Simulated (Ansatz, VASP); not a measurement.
Two plane-wave programs on Mg4Be5Zn3S12

INCAR

```
ALGO = Normal
EDIFF = 1E-6
ENCUT = 520
GGA = PE
ISIF = 2
ISMEAR = 0
LASPH = True
LCHARG = False
LREAL = Auto
LWAVE = False
NBANDS = 81
NELM = 100
PREC = Accurate
SIGMA = 0.02
```

The input KPOINTS:

```
k-points
0
Gamma
  4 3 3
```

Contents of POSCAR:

```
Mg4Be5Zn3S12
1.0
    5.5384040000      3.1940040000     -0.0374150000
   -0.0709780000      6.4409560000      6.0970180000
    5.5836380000     -3.3423410000      6.1615900000
Be Mg S Zn
5 4 12 3
Direct
    0.1823942561      0.8293621944      0.1529001950
    0.6712025642      0.9969161969      0.0043333944
    0.0629333038      0.5996852262      0.9299361584
    0.5741432490      0.4322593584      0.0777617831
    0.5792536853      0.7468803695      0.7728937316
    0.1636290418      0.1626303715      0.8488372449
    0.1611920363      0.5074671811      0.4974779023
    0.6498732316      0.3427569872      0.6807383871
    0.0841284434      0.9089697673      0.5869200209
    0.9476101067      0.3892566751      0.0198740316
    0.9499739046      0.6774462709      0.7221885345
    0.0133894995      0.0033583350      0.3267432036
    0.4433613196      0.5438483663      0.8764566616
    0.5049288805      0.8379215087      0.5432259455
    0.5039775350      0.1947528289      0.1624733080
    0.8863827391      0.4322048742      0.4277232645
    0.9074676768      0.7866229955      0.0941004047
    0.8679250919      0.0931794104      0.7939858497
    0.3921265623      0.6136483054      0.2472792174
    0.4196101883      0.9192438685      0.9524735043
    0.3940552051      0.2588115490      0.5964640299
    0.6715715626      0.6733434169      0.3237695683
    0.0938037571      0.2504580961      0.2330949206
    0.6015760876      0.0749037071      0.4026354982
```

Input for Ansatz:

```yaml
crystal:
  lattice:
    - [5.538404, 3.194004, -0.037415]
    - [-0.070978, 6.440956, 6.097018]
    - [5.583638, -3.342341, 6.16159]
  atoms:
    - { symbol: Be, position: [0.1823942561, 0.8293621944, 0.152900195] }
    - { symbol: Be, position: [0.6712025642, 0.9969161969, 0.0043333944] }
    - { symbol: Be, position: [0.0629333038, 0.5996852262, 0.9299361584] }
    - { symbol: Be, position: [0.574143249, 0.4322593584, 0.0777617831] }
    - { symbol: Be, position: [0.5792536853, 0.7468803695, 0.7728937316] }
    - { symbol: Mg, position: [0.1636290418, 0.1626303715, 0.8488372449] }
    - { symbol: Mg, position: [0.1611920363, 0.5074671811, 0.4974779023] }
    - { symbol: Mg, position: [0.6498732316, 0.3427569872, 0.6807383871] }
    - { symbol: Mg, position: [0.0841284434, 0.9089697673, 0.5869200209] }
    - { symbol: S, position: [0.9476101067, 0.3892566751, 0.0198740316] }
    - { symbol: S, position: [0.9499739046, 0.6774462709, 0.7221885345] }
    - { symbol: S, position: [0.0133894995, 0.003358335, 0.3267432036] }
    - { symbol: S, position: [0.4433613196, 0.5438483663, 0.8764566616] }
    - { symbol: S, position: [0.5049288805, 0.8379215087, 0.5432259455] }
    - { symbol: S, position: [0.503977535, 0.1947528289, 0.162473308] }
    - { symbol: S, position: [0.8863827391, 0.4322048742, 0.4277232645] }
    - { symbol: S, position: [0.9074676768, 0.7866229955, 0.0941004047] }
    - { symbol: S, position: [0.8679250919, 0.0931794104, 0.7939858497] }
    - { symbol: S, position: [0.3921265623, 0.6136483054, 0.2472792174] }
    - { symbol: S, position: [0.4196101883, 0.9192438685, 0.9524735043] }
    - { symbol: S, position: [0.3940552051, 0.258811549, 0.5964640299] }
    - { symbol: Zn, position: [0.6715715626, 0.6733434169, 0.3237695683] }
    - { symbol: Zn, position: [0.0938037571, 0.2504580961, 0.2330949206] }
    - { symbol: Zn, position: [0.6015760876, 0.0749037071, 0.4026354982] }
basis:
  ecutwfc: 420
kpoints:
  mp_grid: { grid: [4, 3, 3] }
hamiltonian:
  xc: pbe
scf:
  occupations: { method: gaussian, width: 0.02 }
  n_extra_bands: 12
output:
  forces: true
  stress: true
  eigenvalues: true
  populations: true
  dos:
    method: { smearing: { sigma: 0.1, scheme: gaussian } }
    projected: true
    de: 0.02
```

Alike in both runs: task single point; functional PBE; k mesh 4 × 3 × 3; occupations gaussian, width 0.02 eV; no spin polarisation.

|  | VASP | Ansatz |
| --- | --- | --- |
| version | VASP 6.6.1 | Ansatz 0.2.0 |
| potentials or method | VASP PAW PBE potentials, release 64 (Be, Mg, S, Zn), cutoff 520 eV | scalar-relativistic, plane waves, PAW |
| valence electrons in the cell | 126 | 158 |

Ansatz gave:

| Property | Result |
| --- | --- |
| gap on the k mesh at the Fermi level (eV) | 3.38 |
| least direct gap on the mesh (eV) | 3.38 |
| pressure (GPa) | 0.0 |
| rms of the force components (eV/Å) | 0.006 |

Q: Estimate VASP's values.

A: gap on the k mesh at the Fermi level (eV): 3.38; least direct gap on the mesh (eV): 3.38; pressure (GPa): 0.0; rms of the force components (eV/Å): 0.009.

Atom by atom the forces differ by 0.007 eV/Å (rms over components). The functional is the same, so the differences come from potentials, cutoffs and numerics. VASP's potentials hold 126 valence electrons a cell and Ansatz's 158, so a difference there can come from the potentials and not from the codes.
